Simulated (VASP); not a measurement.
# WSe2 in VASP: settings compared, part 2 of 2

VASP 6.6.1.

## (3) Single point, PBE+D3(BJ)

File INCAR:

```
PREC = Accurate
ENCUT = 520
EDIFF = 1E-6
ISMEAR = 0
SIGMA = 0.02
LREAL = False
LASPH = True
NELM = 80
ALGO = Normal
ISIF = 2
LWAVE = False
LCHARG = False
LDIPOL = True
IDIPOL = 3
DIPOL = 0.5 0.5 0.500
GGA = PE
IVDW = 12
NBANDS = 35
```

File KPOINTS:

```
regular mesh
0
Gamma
  9 9 1
```

File POSCAR:

```
WSe2
1.0
    3.2822755148      0.0000000000      0.0000000000
   -1.6411377574      2.8425339780      0.0000000000
    0.0000000000      0.0000000000     45.5260809568
Se W
4 2
Direct
    0.3333333333      0.6666666667      0.3926514764
    0.3333333333      0.6666666667      0.4666611248
    0.6666666667      0.3333333333      0.5333388752
    0.6666666667      0.3333333333      0.6073485236
    0.6666666667      0.3333333333      0.4296639330
    0.3333333333      0.6666666667      0.5703360670
```

Potentials or basis: VASP PAW PBE potentials, release 64 (Se, W_sv).

Launch:

```console
cat potpaw_PBE.64/Se/POTCAR potpaw_PBE.64/W_sv/POTCAR > POTCAR
mpirun -np 1 vasp_std > vasp.out
```

OUTCAR:

```text
PREC = Accurate
   ENCUT = 520
   EDIFF = 1E-6
   ISMEAR = 0
   LREAL = False
   LASPH = True
   NELM = 80
   ISIF = 2
   GGA = PE
   IVDW = 12
 IVDW          = 12

 ion  position               nearest neighbor table
   1  0.333  0.667  0.393-   5 2.54   5 2.54   5 2.54
   2  0.333  0.667  0.467-   5 2.54   5 2.54   5 2.54
   3  0.667  0.333  0.533-   6 2.54   6 2.54   6 2.54
   4  0.667  0.333  0.607-   6 2.54   6 2.54   6 2.54
   5  0.667  0.333  0.430-   2 2.54   2 2.54   2 2.54   1 2.54   1 2.54   1 2.54
   6  0.333  0.667  0.570-   3 2.54   3 2.54   3 2.54   4 2.54   4 2.54   4 2.54

  LATTYP: Found a hexagonal cell.
 ALAT       =     3.2822755148
 C/A-ratio  =    13.8702801613

  Lattice vectors:

[... 652 lines left out ...]
  Total       0.20815     0.20815     0.29908     0.00000     0.00000    -0.00000
  in kB       0.78514     0.78514     1.12813     0.00000     0.00000    -0.00000
  external pressure =        0.90 kB  Pullay stress =        0.00 kB

 VOLUME and BASIS-vectors are now :
 -----------------------------------------------------------------------------
  energy-cutoff  :      520.00
  volume of cell :      424.76
      direct lattice vectors                 reciprocal lattice vectors
     3.282275515  0.000000000  0.000000000     0.304666685  0.175899393  0.000000000
    -1.641137757  2.842533978  0.000000000     0.000000000  0.351798785  0.000000000
     0.000000000  0.000000000 45.526080957     0.000000000  0.000000000  0.021965431

 POSITION                                       TOTAL-FORCE (eV/Angst)
 -----------------------------------------------------------------------------------
     -0.00000      1.89502     17.87588        -0.000000     -0.000000     -0.047312
     -0.00000      1.89502     21.24525        -0.000000      0.000000      0.048424
      1.64114      0.94751     24.28083         0.000000     -0.000000     -0.048424
      1.64114      0.94751     27.65020        -0.000000      0.000000      0.047312
      1.64114      0.94751     19.56091         0.000000      0.000000     -0.000671
     -0.00000      1.89502     25.96517         0.000000     -0.000000      0.000671
 -----------------------------------------------------------------------------------
    total drift:                                0.000000     -0.000000     -0.000000

  FREE ENERGIE OF THE ION-ELECTRON SYSTEM (eV)
  ---------------------------------------------------
  free  energy   TOTEN  =       -45.5753421941 eV

  energy  without entropy=      -45.5753421941  energy(sigma->0) =      -45.57534219

 vacuum level on the upper side and lower side of the slab         3.054         3.054
```

OSZICAR:

```text
N       E                     dE             d eps       ncg     rms          rms(c)
DAV:   1     0.443187583414E+03    0.44319E+03   -0.25178E+04  1048   0.116E+03
DAV:   2    -0.241321332048E+01   -0.44560E+03   -0.43204E+03  1123   0.270E+02
DAV:   3    -0.439049367330E+02   -0.41492E+02   -0.41158E+02  1085   0.805E+01
[... 16 lines left out ...]
DAV:  20    -0.431558100344E+02   -0.11504E-04   -0.42467E-07   703   0.139E-03    0.364E-04
DAV:  21    -0.431558188038E+02   -0.87694E-05   -0.23884E-07   676   0.882E-04    0.199E-04
DAV:  22    -0.431558222837E+02   -0.34799E-05   -0.84488E-08   642   0.477E-04    0.162E-04
DAV:  23    -0.431558237017E+02   -0.14180E-05   -0.23212E-08   560   0.273E-04    0.262E-04
DAV:  24    -0.431558245811E+02   -0.87942E-06   -0.24155E-08   586   0.228E-04
   1 F= -.45575342E+02 E0= -.45575342E+02  d E =-.803498E-62
```

Run time: 5 min. Hardware: 1 thread of Intel Xeon Platinum 8259CL at 2.50GHz (Skylake/Cascade Lake), shared host; peak memory 0.55 GiB.

What came out:

- Free energy: -45.5753 eV
- Largest force: 0.048 eV/Å
- Band gap on the k mesh: 1.37 eV, indirect (least direct gap 1.62 eV)
- Dispersion energy per atom: -0.403 eV

Forces in eV/Å, atoms in the order of the input:
```
Se   0.000  0.000 -0.047
Se   0.000  0.000  0.048
Se   0.000  0.000 -0.048
Se   0.000  0.000  0.047
W    0.000  0.000 -0.001
W    0.000  0.000  0.001
```

Levels at points of the mesh, in eV from the valence-band top:
| k point | band 23 | band 24 | band 25 | band 26 | band 27 | band 28 | band 29 | band 30 |
| --- | --- | --- | --- | --- | --- | --- | --- | --- |
| (0.00, 0.00, 0.00) | -1.29 | -1.29 | -0.74 | 0.00 | 2.81 | 2.81 | 2.86 | 2.86 |

Caveat: spin-orbit coupling is left out, which moves the levels of the heavy elements.

## (4) Single point, PBE+D3(BJ)

File INCAR:

```
ALGO = Normal
DIPOL = 0.5 0.5 0.500
EDIFF = 1E-7
ENCUT = 520
GGA = PE
IDIPOL = 3
ISIF = 2
ISMEAR = 0
IVDW = 12
LASPH = True
LCHARG = True
LDIPOL = True
LELF = True
LREAL = False
LVACPOTAV = True
LVHAR = True
LWAVE = False
NBANDS = 35
NELM = 60
PREC = Accurate
SIGMA = 0.02
```

File KPOINTS:

```
k-points
0
Gamma
  9 9 1
```

File POSCAR:

```
WSe2
1.0
    3.2790157617      0.0000000000      0.0000000000
   -1.6395078808      2.8397109490      0.0000000000
    0.0000000000      0.0000000000     45.5260809568
Se W
4 2
Direct
    0.3333333333      0.6666666667      0.3927753029
    0.3333333333      0.6666666667      0.4667721740
    0.6666666667      0.3333333333      0.5332278260
    0.6666666667      0.3333333333      0.6072246971
    0.6666666667      0.3333333333      0.4297737385
    0.3333333333      0.6666666667      0.5702262615
```

Potentials or basis: VASP PAW PBE potentials, release 64 (Se, W_sv).

Launch:

```console
cat potpaw_PBE.64/Se/POTCAR potpaw_PBE.64/W_sv/POTCAR > POTCAR
mpirun -np 1 vasp_std > vasp.out
```

OUTCAR:

```text
EDIFF = 1E-7
   ENCUT = 520
   GGA = PE
   ISIF = 2
   ISMEAR = 0
   IVDW = 12
   LASPH = True
   LREAL = False
   NELM = 60
   PREC = Accurate
 IVDW          = 12

 ion  position               nearest neighbor table
   1  0.333  0.667  0.393-   5 2.53   5 2.53   5 2.53
   2  0.333  0.667  0.467-   5 2.53   5 2.53   5 2.53
   3  0.667  0.333  0.533-   6 2.53   6 2.53   6 2.53
   4  0.667  0.333  0.607-   6 2.53   6 2.53   6 2.53
   5  0.667  0.333  0.430-   2 2.53   2 2.53   2 2.53   1 2.53   1 2.53   1 2.53
   6  0.333  0.667  0.570-   3 2.53   3 2.53   3 2.53   4 2.53   4 2.53   4 2.53

  LATTYP: Found a hexagonal cell.
 ALAT       =     3.2790157617
 C/A-ratio  =    13.8840689601

  Lattice vectors:

 A1 = (   3.2790157617,   0.0000000000,   0.0000000000)
 A2 = (  -1.6395078808,   2.8397109490,   0.0000000000)
 A3 = (   0.0000000000,   0.0000000000,  45.5260809568)

Analysis of symmetry for initial positions (statically):
=====================================================================
 Subroutine PRICEL returns:
 Original cell was already a primitive cell.

 Routine SETGRP: Setting up the symmetry group for a
 hexagonal supercell.

 Subroutine GETGRP returns: Found 12 space group operations
 (whereof 12 operations were pure point group operations)
 out of a pool of 24 trial point group operations.

The static configuration has the point symmetry D_3d.

Analysis of symmetry for dynamics (positions and initial velocities):
=====================================================================
 Subroutine PRICEL returns:
 Original cell was already a primitive cell.

 Routine SETGRP: Setting up the symmetry group for a
 hexagonal supercell.

 Subroutine GETGRP returns: Found 12 space group operations
 (whereof 12 operations were pure point group operations)
 out of a pool of 24 trial point group operations.

The dynamic configuration has the point symmetry D_3d.

 Subroutine INISYM returns: Found 12 space group operations
 (whereof 12 operations are pure point group operations),
[... 118 lines left out ...]
   AEXX    =    0.0000 exact exchange contribution
   IVDW    =    12    specifies the selected vdW correction
   LEPSILON=     F    determine dielectric tensor
   LRPA    =     F    only Hartree local field effects (RPA)
 non-spin polarized calculation
 Gauss-broadening in eV      SIGMA  =   0.02
  energy-cutoff  :      520.00
  volume of cell :      423.91
 maximum number of plane-waves:     11556
   NGX = 13   NGY = 13   NGZ =169

 number of electron      51.9999998 magnetization

 dipolmoment           0.000000      0.000000     -0.000000 electrons x Angstroem

 Free energy of the ion-electron system (eV)
  ---------------------------------------------------
  ext. energy  EPLUGINS =         0.00000000
  ---------------------------------------------------
  free energy    TOTEN  =       -43.14764508 eV

  energy without entropy =      -43.14764508  energy(sigma->0) =      -43.14764508

 E-fermi :  -1.5169     XC(G=0):  -3.3147

 val. band max:       -1.7539393648   @ k =   0.0000   0.0000   0.0000
 cond. band min:      -0.3862405840   @ k =   0.2222   0.1111   0.0000
 fundamental gap:      1.3676987808
 Fermi energy:        -1.5169058460

 k-point     1 :       0.0000    0.0000    0.0000
  band No.  band energies     occupation
      1     -75.9231      2.00000
      2     -75.9231      2.00000
      3     -40.1739      2.00000
      4     -40.1739      2.00000
      5     -40.0354      2.00000
      6     -40.0354      2.00000
[... 445 lines left out ...]
     34       2.9971      0.00000
     35       4.1606      0.00000

------------------------ aborting loop because EDIFF is reached ----------------------------------------

 vacuum level on the upper side and lower side of the slab       (xc-potential included)        -0.074        -0.074

 Edisp (eV)   -2.42690

 E8    (eV) :    -1.1175

  FORCE on cell =-STRESS in cart. coord.  units (eV):
  Direction    XX          YY          ZZ          XY          YZ          ZX
  --------------------------------------------------------------------------------------
  -------------------------------------------------------------------------------------
  Total       0.44884     0.44884     0.50264     0.00000     0.00000     0.00000
  in kB       1.69640     1.69640     1.89973     0.00000     0.00000     0.00000
  external pressure =        1.76 kB  Pullay stress =        0.00 kB

 VOLUME and BASIS-vectors are now :
 -----------------------------------------------------------------------------
  energy-cutoff  :      520.00
  volume of cell :      423.91
      direct lattice vectors                 reciprocal lattice vectors
     3.279015762  0.000000000  0.000000000     0.304969562  0.176074259  0.000000000
    -1.639507881  2.839710949  0.000000000     0.000000000  0.352148517  0.000000000
     0.000000000  0.000000000 45.526080957     0.000000000  0.000000000  0.021965431

 POSITION                                       TOTAL-FORCE (eV/Angst)
 -----------------------------------------------------------------------------------
     -0.00000      1.89314     17.88152         0.000000     -0.000000     -0.079121
     -0.00000      1.89314     21.25031         0.000000      0.000000      0.064825
      1.63951      0.94657     24.27577        -0.000000     -0.000000     -0.064825
      1.63951      0.94657     27.64456         0.000000     -0.000000      0.079121
      1.63951      0.94657     19.56591        -0.000000      0.000000      0.008161
     -0.00000      1.89314     25.96017         0.000000     -0.000000     -0.008161
 -----------------------------------------------------------------------------------
    total drift:                               -0.000000      0.000000      0.000000

  FREE ENERGIE OF THE ION-ELECTRON SYSTEM (eV)
  ---------------------------------------------------
  free  energy   TOTEN  =       -45.5745457941 eV

  energy  without entropy=      -45.5745457941  energy(sigma->0) =      -45.57454579

 vacuum level on the upper side and lower side of the slab         3.164         3.164
```

It took 7.9 min on 1 thread of Intel Xeon Platinum 8259CL at 2.50GHz (Skylake/Cascade Lake), shared host; peak memory 0.57 GiB.

What came out:

| Item | Value |
| --- | --- |
| Free energy | -45.5745 eV |
| Largest force | 0.079 eV/Å |
| Band gap on the k mesh | 1.37 eV, indirect (least direct gap 1.63 eV) |
| Dispersion energy per atom | -0.404 eV |
| Ionisation potential of the upper face | 4.92 eV |

Forces in eV/Å, atoms in the order of the input:
```
Se   0.000  0.000 -0.079
Se   0.000  0.000  0.065
Se   0.000  0.000 -0.065
Se   0.000  0.000  0.079
W    0.000  0.000  0.008
W    0.000  0.000 -0.008
```

Levels at points of the mesh, in eV from the valence-band top:
```csv
k point,band 22,band 23,band 24,band 25,band 26,band 27,band 28,band 29,band 30,band 31
"(0.00, 0.00, 0.00)",-1.33,-1.29,-1.29,-0.75,0.00,2.81,2.81,2.87,2.87,2.97
```

Caveat: spin-orbit coupling is left out, which moves the levels of the heavy elements.

## (5) Single point, PBE+D3(BJ)

This run uses another cell than the first one: it holds 12 atoms, not 6.

File INCAR:

```
SYSTEM = WSe2
PREC     = Accurate       ! precision mode
ENCUT    = 520            ! plane-wave cutoff, eV
EDIFF    = 1E-6           ! SCF threshold, eV
ISMEAR   = 0              ! smearing method
SIGMA    = 0.02           ! smearing width, eV
LREAL    = .FALSE.        ! projectors in reciprocal space
LASPH    = .TRUE.         ! aspherical terms in the spheres
NELM     = 100            ! most SCF steps
ALGO     = Normal         ! electronic algorithm
ISIF     = 2              ! what is computed and relaxed
LWAVE    = .FALSE.        ! write WAVECAR
LCHARG   = .TRUE.         ! write CHGCAR
LDIPOL   = .TRUE.       
IDIPOL   = 3            
DIPOL    = 0.5 0.5 0.500
GGA      = PE             ! functional
IVDW     = 12             ! dispersion correction
LELF     = .TRUE.         ! ELF
LVHAR    = .TRUE.       
LVACPOTAV= .TRUE.       
NBANDS   = 64             ! bands
```

File KPOINTS:

```
Automatic mesh
0
G
  9 9 1
  0 0 0
```

File POSCAR:

```
WSe2
1.0
    3.2806581184      0.0000000000      0.0000000000
   -1.6403290592      2.8411332717      0.0000000000
    0.0000000000      0.0000000000     71.1030913545
Se W
8 4
Direct
    0.3333333333      0.6666666667      0.3413348241
    0.3333333333      0.6666666667      0.3887395026
    0.6666666667      0.3333333333      0.4313482128
    0.6666666667      0.3333333333      0.4787096582
    0.3333333333      0.6666666667      0.5212903418
    0.3333333333      0.6666666667      0.5686517872
    0.6666666667      0.3333333333      0.6112604974
    0.6666666667      0.3333333333      0.6586651759
    0.6666666667      0.3333333333      0.3650421590
    0.3333333333      0.6666666667      0.4550289008
    0.6666666667      0.3333333333      0.5449710992
    0.3333333333      0.6666666667      0.6349578410
```

Potentials or basis: VASP PAW PBE potentials, release 64 (Se, W_sv).

Launch:

```console
cat potpaw_PBE.64/Se/POTCAR potpaw_PBE.64/W_sv/POTCAR > POTCAR
mpirun -np 1 vasp_std > vasp.out
```

OUTCAR:

```text
SYSTEM = WSe2
   PREC = Accurate
   ENCUT = 520
   EDIFF = 1E-6
   ISMEAR = 0
   LREAL = .FALSE.
   LASPH = .TRUE.
   NELM = 100
   ISIF = 2
   GGA = PE
   IVDW = 12
 IVDW          = 12

 ion  position               nearest neighbor table
   1  0.333  0.667  0.341-   9 2.54   9 2.54   9 2.54
   2  0.333  0.667  0.389-   9 2.54   9 2.54   9 2.54
   3  0.667  0.333  0.431-  10 2.53  10 2.53  10 2.53
[... 1028 lines left out ...]
  external pressure =        1.15 kB  Pullay stress =        0.00 kB

 VOLUME and BASIS-vectors are now :
 -----------------------------------------------------------------------------
  energy-cutoff  :      520.00
  volume of cell :      662.74
      direct lattice vectors                 reciprocal lattice vectors
     3.280658118  0.000000000  0.000000000     0.304816889  0.175986113  0.000000000
    -1.640329059  2.841133272  0.000000000     0.000000000  0.351972225  0.000000000
     0.000000000  0.000000000 71.103091354     0.000000000  0.000000000  0.014064086

 POSITION                                       TOTAL-FORCE (eV/Angst)
 -----------------------------------------------------------------------------------
     -0.00000      1.89409     24.26996        -0.000000      0.000000     -0.046497
     -0.00000      1.89409     27.64058         0.000000     -0.000000      0.046315
      1.64033      0.94704     30.67019         0.000000      0.000000     -0.047469
      1.64033      0.94704     34.03774         0.000000     -0.000000      0.047955
     -0.00000      1.89409     37.06535        -0.000000      0.000000     -0.047955
     -0.00000      1.89409     40.43290        -0.000000     -0.000000      0.047469
      1.64033      0.94704     43.46251        -0.000000      0.000000     -0.046315
      1.64033      0.94704     46.83313        -0.000000     -0.000000      0.046497
      1.64033      0.94704     25.95563        -0.000000     -0.000000     -0.000729
     -0.00000      1.89409     32.35396        -0.000000      0.000000      0.000624
      1.64033      0.94704     38.74913        -0.000000     -0.000000     -0.000624
     -0.00000      1.89409     45.14747         0.000000      0.000000      0.000729
 -----------------------------------------------------------------------------------
    total drift:                               -0.000000      0.000000     -0.000000

  FREE ENERGIE OF THE ION-ELECTRON SYSTEM (eV)
  ---------------------------------------------------
  free  energy   TOTEN  =       -91.5033235674 eV

  energy  without entropy=      -91.5033235673  energy(sigma->0) =      -91.50332357

 vacuum level on the upper side and lower side of the slab         4.049         4.049
```

OSZICAR:

```text
N       E                     dE             d eps       ncg     rms          rms(c)
DAV:   1     0.989879871343E+03    0.98988E+03   -0.52050E+04  1880   0.134E+03
DAV:   2    -0.206637368904E+01   -0.99195E+03   -0.97054E+03  2048   0.322E+02
DAV:   3    -0.872177246141E+02   -0.85151E+02   -0.84342E+02  1848   0.918E+01
[... 16 lines left out ...]
DAV:  20    -0.862352269365E+02   -0.23445E-04   -0.50506E-07  1216   0.197E-03    0.577E-04
DAV:  21    -0.862352380253E+02   -0.11089E-04   -0.15315E-07  1096   0.103E-03    0.847E-04
DAV:  22    -0.862352429472E+02   -0.49219E-05   -0.72115E-08  1040   0.532E-04    0.853E-04
DAV:  23    -0.862352476581E+02   -0.47109E-05   -0.12684E-07  1120   0.713E-04    0.125E-04
DAV:  24    -0.862352494669E+02   -0.18088E-05   -0.26074E-08  1008   0.323E-04    0.261E-04
DAV:  25    -0.862352502773E+02   -0.81037E-06   -0.10094E-08   968   0.180E-04
   1 F= -.91503324E+02 E0= -.91503324E+02  d E =-.622193E-11
```

It took 21 min on 1 thread of Intel Xeon Platinum 8259CL at 2.50GHz (Skylake/Cascade Lake), shared host; peak memory 0.86 GiB.

Results:

```yaml
Free_energy: -91.5033 eV
Largest_force: 0.048 eV/Å
Band_gap_on_the_k_mesh: 1.12 eV, indirect (least direct gap 1.58 eV)
Dispersion_energy_per_atom: -0.439 eV
Ionisation_potential_of_the_upper_face: 4.79 eV
```

Forces in eV/Å, atoms in the order of the input:
```
Se   0.000  0.000 -0.046
Se   0.000  0.000  0.046
Se   0.000  0.000 -0.047
Se   0.000  0.000  0.048
Se   0.000  0.000 -0.048
Se   0.000  0.000  0.047
Se   0.000  0.000 -0.046
Se   0.000  0.000  0.046
W    0.000  0.000 -0.001
W    0.000  0.000  0.001
W    0.000  0.000 -0.001
W    0.000  0.000  0.001
```

Levels at points of the mesh, in eV from the valence-band top:
| k point | band 49 | band 50 | band 51 | band 52 | band 53 | band 54 | band 55 | band 56 |
| --- | --- | --- | --- | --- | --- | --- | --- | --- |
| (0.00, 0.00, 0.00) | -0.99 | -0.44 | -0.15 | 0.00 | 2.67 | 2.67 | 2.67 | 2.67 |

Caveat: spin-orbit coupling is left out, which moves the levels of the heavy elements.

## (6) The runs side by side

```csv
level,cell,gap on the mesh (eV),largest force (eV/Å)
r2SCAN,"a = 3.282, b = 3.282, c = 45.526 Å, angles 90.0, 90.0, 120.0°, 6 atoms",1.51,0.32
PBE+D3(BJ),"a = 3.282, b = 3.282, c = 45.526 Å, angles 90.0, 90.0, 120.0°, 6 atoms",1.37,0.05
PBE+D3(BJ),"a = 3.279, b = 3.279, c = 45.526 Å, angles 90.0, 90.0, 120.0°, 6 atoms",1.37,0.08
PBE+D3(BJ),"a = 3.281, b = 3.281, c = 71.103 Å, angles 90.0, 90.0, 120.0°, 12 atoms",1.12,0.05
```

Alike in all rows: task single point; potentials or basis VASP PAW PBE potentials, release 64 (Se, W_sv); no spin polarisation; k mesh 9 × 9 × 1; cutoff (eV) 520; smearing gaussian 0.02 eV.

Caveats: spin-orbit coupling is left out, which moves the levels of the heavy elements; the PAW data sets were made with another functional, which shifts forces and pressure a little (some runs).

Total energies depend on the potentials used, so only differences within one code and one set of settings carry meaning.
